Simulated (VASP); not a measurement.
# Li8H7F (P1) in VASP: a series of runs

Runs on Li8H7F. Level: PBEsol. Tasks: single point, relaxation of volume and atoms at fixed shape.

All numbers are computed with VASP 6.6.1; they aren't measurements. Logs are shortened: lines on timing, memory, paths and dates and some standing lists are left out, and cuts for length are marked.

### 1 The cell of the first run

The typed cell holds 64 atoms: a = 7.977 Å, b = 7.977 Å, c = 7.977 Å, α = 90.00°, β = 90.00°, γ = 90.00°.

### 2 Single point, PBEsol

The input, INCAR:

```
SYSTEM = Li8H7F
PREC     = Accurate       ! precision mode
ENCUT    = 520            ! plane-wave cutoff, eV
EDIFF    = 1E-6           ! SCF threshold, eV
ISMEAR   = -1             ! smearing method
SIGMA    = 0.05           ! smearing width, eV
LREAL    = Auto         
LASPH    = .TRUE.         ! aspherical terms in the spheres
NELM     = 60             ! most SCF steps
ALGO     = Normal         ! electronic algorithm
ISIF     = 2              ! what is computed and relaxed
LWAVE    = .FALSE.        ! write WAVECAR
LCHARG   = .TRUE.         ! write CHGCAR
GGA      = PS             ! functional
LELF     = .TRUE.         ! ELF
LVHAR    = .TRUE.       
ISYM     = 0            
NBANDS   = 114            ! bands
```

The input, KPOINTS:

```
Automatic mesh
0
Gamma
  1 1 1
  0.25 0.25 0.25
```

The input, POSCAR:

```
Li8H7F
1.0
    7.9767683951      0.0000000000      0.0000000000
    0.0000000000      7.9767683951      0.0000000000
    0.0000000000      0.0000000000      7.9767683951
H F Li
28 4 32
Direct
    0.2494530000      0.9980940000      0.9995420000
    0.2487800000      0.9968560000      0.4995680000
    0.2492850000      0.5013880000      0.9999560000
    0.2486810000      0.5029190000      0.5001520000
    0.7499590000      0.9991370000      0.9997970000
    0.7506660000      0.9985580000      0.4991980000
    0.7498960000      0.5004010000      0.9999340000
    0.9989330000      0.2496380000      0.9992220000
    0.9988360000      0.2487030000      0.4998980000
    0.9993960000      0.7501390000      0.9996320000
    0.0000530000      0.7507820000      0.4995730000
    0.5009360000      0.2495370000      0.9996060000
    0.4998320000      0.7501090000      0.9996270000
    0.4994810000      0.7508640000      0.4996110000
    0.9985580000      0.9985120000      0.2489720000
    0.9986090000      0.9984600000      0.7503750000
    0.9991760000      0.5004080000      0.2489680000
    0.9999030000      0.5006790000      0.7511210000
    0.5003210000      0.9983300000      0.2482200000
    0.5003130000      0.9980510000      0.7507340000
    0.4996080000      0.5020890000      0.2476040000
    0.5002820000      0.5024840000      0.7517010000
    0.2493410000      0.7499720000      0.2490630000
    0.2492430000      0.7499590000      0.7505420000
    0.7502630000      0.2485160000      0.2476470000
    0.7506640000      0.2490590000      0.7510150000
    0.7496740000      0.7503730000      0.2485850000
    0.7499180000      0.7507240000      0.7509160000
    0.7490590000      0.4996600000      0.4998120000
    0.4993970000      0.2504380000      0.4996680000
    0.2499450000      0.2496170000      0.2501490000
    0.2503750000      0.2495700000      0.7491420000
    0.9982830000      0.9982910000      0.9995960000
    0.9983200000      0.9981780000      0.4997560000
    0.9984940000      0.5011280000      0.9995560000
    0.9974460000      0.5011120000      0.4998470000
    0.5009890000      0.9983370000      0.9996840000
    0.5008440000      0.9994860000      0.4995680000
    0.5009940000      0.5015840000      0.9996290000
    0.5013350000      0.5005180000      0.4997910000
    0.2499930000      0.2498410000      0.9995250000
    0.2506790000      0.2499200000      0.4997610000
    0.2495840000      0.7497750000      0.9998340000
    0.2494050000      0.7499020000      0.4996700000
    0.7497790000      0.2497030000      0.9999980000
    0.7488140000      0.2506410000      0.4994120000
    0.7497040000      0.7499040000      0.9995430000
    0.7494440000      0.7487920000      0.4995920000
    0.2490150000      0.9998560000      0.2491050000
    0.2493280000      0.9996930000      0.7503750000
    0.2494930000      0.4997100000      0.2490070000
    0.2488090000      0.4999110000      0.7504020000
    0.7505220000      0.9990200000      0.2485840000
    0.7504640000      0.9988090000      0.7504140000
    0.7496930000      0.5005400000      0.2498260000
    0.7501970000      0.5004320000      0.7497460000
    0.0011670000      0.2489010000      0.2489050000
    0.0013230000      0.2488660000      0.7503860000
    0.0001230000      0.7505820000      0.2488120000
    0.0003240000      0.7508790000      0.7506750000
    0.4982650000      0.2491000000      0.2495950000
    0.4983450000      0.2494680000      0.7494710000
    0.4990430000      0.7507380000      0.2485840000
    0.4991360000      0.7501700000      0.7507590000
```

Potentials or basis: VASP PAW PBE potentials, release 64 (H, F, Li_sv).

On the command line:

```
$ cat potpaw_PBE.64/H/POTCAR potpaw_PBE.64/F/POTCAR potpaw_PBE.64/Li_sv/POTCAR > POTCAR
$ mpirun -np 1 vasp_std > vasp.out
```

OUTCAR:

```text
SYSTEM = Li8H7F
   PREC = Accurate
   ENCUT = 520
   EDIFF = 1E-6
   ISMEAR = -1
   LREAL = Auto
   LASPH = .TRUE.
   NELM = 60
   ISIF = 2
   GGA = PS
   ISYM = 0

 ion  position               nearest neighbor table
   1  0.249  0.998  1.000-
   2  0.249  0.997  0.500-
   3  0.249  0.501  1.000-
   4  0.249  0.503  0.500-
   5  0.750  0.999  1.000-
   6  0.751  0.999  0.499-
[... 20 lines left out ...]
  27  0.750  0.750  0.249-
  28  0.750  0.751  0.751-
  29  0.749  0.500  0.500-  40 1.98  36 1.98  46 1.99  48 1.99  56 1.99  55 1.99
  30  0.499  0.250  0.500-  42 1.98  46 1.99  62 1.99  61 1.99  40 1.99  38 2.00
  31  0.250  0.250  0.250-  61 1.98  57 1.98  42 1.99  49 1.99  51 1.99  41 2.00
  32  0.250  0.250  0.749-  62 1.98  58 1.99  42 1.99  50 1.99  52 2.00  41 2.00
  33  0.998  0.998  1.000-
  34  0.998  0.998  0.500-
  35  0.998  0.501  1.000-
  36  0.997  0.501  0.500-  29 1.98
  37  0.501  0.998  1.000-
  38  0.501  0.999  0.500-  30 2.00
  39  0.501  0.502  1.000-
  40  0.501  0.501  0.500-  29 1.98  30 1.99
  41  0.250  0.250  1.000-  32 2.00  31 2.00
  42  0.251  0.250  0.500-  30 1.98  32 1.99  31 1.99
  43  0.250  0.750  1.000-
  44  0.249  0.750  0.500-
  45  0.750  0.250  1.000-
  46  0.749  0.251  0.499-  29 1.99  30 1.99
  47  0.750  0.750  1.000-
  48  0.749  0.749  0.500-  29 1.99
  49  0.249  1.000  0.249-  31 1.99
  50  0.249  1.000  0.750-  32 1.99
  51  0.249  0.500  0.249-  31 1.99
  52  0.249  0.500  0.750-  32 2.00
  53  0.751  0.999  0.249-
  54  0.750  0.999  0.750-
  55  0.750  0.501  0.250-  29 1.99
  56  0.750  0.500  0.750-  29 1.99
  57  0.001  0.249  0.249-  31 1.98
  58  0.001  0.249  0.750-  32 1.99
  59  0.000  0.751  0.249-
  60  0.000  0.751  0.751-
  61  0.498  0.249  0.250-  31 1.98  30 1.99
  62  0.498  0.249  0.749-  32 1.98  30 1.99
  63  0.499  0.751  0.249-
  64  0.499  0.750  0.751-

IMPORTANT INFORMATION: All symmetrisations will be switched off!
NOSYMM: (Re-)initialisation of all symmetry stuff for point group C_1.

----------------------------------------------------------------------------------------

                                     Primitive cell

  volume of cell :     507.5525

  direct lattice vectors                    reciprocal lattice vectors
     7.976768395  0.000000000  0.000000000     0.125364051  0.000000000  0.000000000
[... 188 lines left out ...]
   NELM   =     60;   NELMIN=  2; NELMDL= -5     # of ELM steps
   EDIFF  = 0.1E-05   stopping-criterion for ELM
   LREAL  =      T    real-space projection
   EDIFFG = 0.1E-04   stopping-criterion for IOM
   NSW    =      0    number of steps for IOM
   IBRION =     -1    ionic relax: 0-MD 1-quasi-New 2-CG
   NFREE  =      0    steps in history (QN), initial steepest desc. (CG)
   ISIF   =      2    stress and relaxation
   ISYM   =      0    0-nonsym 1-usesym 2-fastsym
   POTIM  = 0.5000    time-step for ionic-motion
   TEBEG  =    0.0;   TEEND  =   0.0 temperature during run
   PSTRESS=    0.0 pullay stress
   NELECT =     152.0000    total number of electrons
   NUPDOWN=      -1.0000    fix difference up-down
   EMIN   =  10.00;   EMAX   =-10.00  energy-range for DOS
   EFERMI =   0.00;   METHOD = LEGACY
   ISMEAR =    -1;   SIGMA  =   0.05  broadening in eV -4-tet -1-fermi 0-gaus
   EFERMI_NEDOS =   21; number of points for ismear=-14 and -15
   IALGO  =     38    algorithm
   IMIX   =      4    mixing-type and parameters
     AMIX     =   0.40;   BMIX     =  1.00
     AMIX_MAG =   1.60;   BMIX_MAG =  1.00
  volume/ion in A,a.u.               =       7.93        53.52
  Fermi-wavevector in a.u.,A,eV,Ry     =   1.095290  2.069798 16.322362  1.199660
  Thomas-Fermi vector in A             =   2.231611
   LORBIT       =      0    0 simple, 1 ext, 2 COOP (PROOUT), +10 PAW based schemes
   GGA     = PS    functional components
   LHFCALC =     F    Hartree Fock is set to
   AEXX    =    0.0000 exact exchange contribution
   IVDW    =     0    specifies the selected vdW correction
   LEPSILON=     F    determine dielectric tensor
   LRPA    =     F    only Hartree local field effects (RPA)
 non-spin polarized calculation
  energy-cutoff  :      520.00
  volume of cell :      507.55
 maximum number of plane-waves:     13661
   NGX = 29   NGY = 29   NGZ = 29

 number of electron     151.9999623 magnetization

 Free energy of the ion-electron system (eV)
  ---------------------------------------------------
  ext. energy  EPLUGINS =         0.00000000
  ---------------------------------------------------
  free energy    TOTEN  =      -210.34367503 eV

  energy without entropy =     -210.34367503  energy(sigma->0) =     -210.34367503

 E-fermi :   1.2236     XC(G=0):  -8.8703

 val. band max:       -0.0914243565   @ k =  -0.2500   0.2500   0.2500
 cond. band min:       4.4397568755   @ k =   0.2500  -0.2500   0.2500
 fundamental gap:      4.5311812321
 Fermi energy:         1.2236266089

 k-point     1 :       0.2500    0.2500    0.2500
  band No.  band energies     occupation
      1     -43.3360      2.00000
      2     -43.2782      2.00000
      3     -43.2697      2.00000
      4     -43.2532      2.00000
      5     -43.2508      2.00000
      6     -43.2386      2.00000
[... 353 lines left out ...]
     87       5.8851      0.00000
     88       5.9932      0.00000
 [bands above 88 left out]

------------------------ aborting loop because EDIFF is reached ----------------------------------------

  FORCE on cell =-STRESS in cart. coord.  units (eV):
  Direction    XX          YY          ZZ          XY          YZ          ZX
  --------------------------------------------------------------------------------------
  -------------------------------------------------------------------------------------
  Total       -0.6390599     -0.6306703     -0.7273496     -0.0575887      0.0014147      0.0021339
  in kB       -2.0173033     -1.9908202     -2.2960052     -0.1817888      0.0044658      0.0067360
  external PRESSURE =      -2.1013762 kB  Pullay stress =       0.0000000 kB

 VOLUME and BASIS-vectors are now :
 -----------------------------------------------------------------------------
  energy-cutoff  :      520.00
  volume of cell :      507.55
      direct lattice vectors                 reciprocal lattice vectors
     7.976768395  0.000000000  0.000000000     0.125364051  0.000000000  0.000000000
     0.000000000  7.976768395  0.000000000     0.000000000  0.125364051  0.000000000
     0.000000000  0.000000000  7.976768395     0.000000000  0.000000000  0.125364051

 POSITION                                       TOTAL-FORCE (eV/Angst)
 -----------------------------------------------------------------------------------
      1.98983      7.96156      7.97312        -0.001356      0.001598      0.003817
      1.98446      7.95169      3.98494         0.001306      0.008105      0.002369
      1.98849      3.99946      7.97642         0.003860      0.000057     -0.005250
      1.98367      4.01167      3.98960        -0.003677     -0.006025     -0.007865
      5.98225      7.96988      7.97515        -0.000585      0.000312     -0.004417
      5.98789      7.96527      3.98199        -0.008779      0.001159      0.008113
[... 56 lines left out ...]
      3.98075      5.98846      1.98290        -0.000598      0.000552     -0.000851
      3.98149      5.98393      5.98863        -0.002670      0.013144     -0.000215
 -----------------------------------------------------------------------------------
    total drift:                               -0.025835     -0.012651     -0.025090

  FREE ENERGIE OF THE ION-ELECTRON SYSTEM (eV)
  ---------------------------------------------------
  free  energy   TOTEN  =      -210.3436750347 eV

  energy  without entropy=     -210.3436750346  energy(sigma->0) =     -210.34367503
```

Wall time 8.7 min (1 thread of Intel Xeon Platinum 8259CL at 2.50GHz (Skylake/Cascade Lake), shared host); peak memory 0.54 GiB.

What came out:

```
Free energy            : -210.3437 eV
Largest force          : 0.015 eV/Å
Band gap on the k mesh : 4.53 eV
```

Forces on the atoms (eV/Å):
```
H   -0.001  0.002  0.004
H    0.001  0.008  0.002
H    0.004  0.000 -0.005
H   -0.004 -0.006 -0.008
H   -0.001  0.000 -0.004
H   -0.009  0.001  0.008
H    0.002  0.002 -0.004
H   -0.002 -0.004  0.010
H    0.000  0.005 -0.004
H   -0.001 -0.002  0.003
H   -0.008 -0.008  0.004
H    0.000  0.003  0.001
H    0.001  0.001  0.002
H   -0.003  0.003  0.001
H    0.008  0.001  0.002
H    0.008  0.002 -0.004
H    0.005  0.010 -0.005
H   -0.010  0.008 -0.008
H    0.005 -0.009  0.007
H    0.009 -0.004 -0.001
H    0.004 -0.003  0.004
H   -0.010 -0.011  0.002
H    0.000  0.002  0.002
H    0.003  0.002 -0.005
H    0.005  0.007  0.008
H   -0.001 -0.006  0.008
H    0.004  0.005  0.000
H    0.003 -0.003 -0.004
F   -0.003 -0.001 -0.003
F   -0.005 -0.001 -0.004
F    0.007 -0.003 -0.002
F   -0.004  0.004  0.006
Li   0.002  0.000  0.002
Li   0.001  0.000 -0.001
Li  -0.004  0.004  0.008
Li   0.004  0.001 -0.004
Li   0.003 -0.006 -0.004
Li   0.003 -0.013  0.001
Li  -0.001  0.002  0.001
Li   0.001  0.010 -0.001
Li   0.000 -0.002  0.000
Li  -0.005 -0.002 -0.002
Li  -0.002  0.002 -0.003
Li  -0.001  0.001  0.000
Li   0.001 -0.004 -0.012
Li   0.001 -0.004  0.005
Li   0.000  0.001  0.003
Li   0.002  0.006  0.001
Li   0.001 -0.003 -0.001
Li  -0.003 -0.003 -0.002
Li  -0.013  0.002  0.001
Li   0.006  0.001  0.002
Li  -0.006 -0.007  0.001
Li  -0.007  0.004  0.002
Li   0.009  0.002 -0.007
Li   0.004  0.002  0.002
Li   0.002  0.004  0.001
Li  -0.001  0.000  0.000
Li   0.000 -0.005 -0.002
Li  -0.002 -0.007  0.000
Li  -0.002  0.001 -0.003
Li   0.004 -0.005  0.005
Li  -0.001  0.001 -0.001
Li  -0.003  0.013  0.000
```

Caveat: the cutoff is under 1.25 times the usual one of these potentials, so pressure, stress and relaxed cells hold a basis-set (Pulay) error; the PAW data sets were made with another functional, which shifts forces and pressure a little; a shifted mesh leaves out Γ, where band edges can lie. A k mesh can miss the band edges.

(Part 1 of 2 ends here.)
